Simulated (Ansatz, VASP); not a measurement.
One calculation of Sb, two programs

```
Sb
1.0
     3.25480    0.00000    0.00000
     0.00000    3.25480    0.00000
     0.00000    0.00000    3.16000
Sb
1
Direct
  0.00000 0.00000 0.00000
```

Change from the starting cell: equal xx and yy strain of +3 %.

Alike in both runs: task single point; functional PBEsol; k mesh 13 × 13 × 13; occupations fermi-dirac, width 0.05 eV; no spin polarisation.

|  | VASP | Ansatz |
| --- | --- | --- |
| version | VASP 6.6.1 | Ansatz 0.2.0 |
| potentials or method | VASP PAW PBE potentials, release 64 (Sb), cutoff 520 eV | all-electron LAPW, scalar-relativistic |

Ansatz gave:

- pressure (GPa): -6.8
- traceless stress, the component that is largest in VASP (GPa): 2.08

Q: What did VASP give for the same quantities?

A: Pressure (GPa): -6.8; traceless stress, the component that is largest in VASP (GPa): 2.09.

VASP's potentials were made for PBE, not for PBEsol. Ansatz ran all-electron here, and VASP with PAW potentials.

Spin-orbit coupling is off throughout.
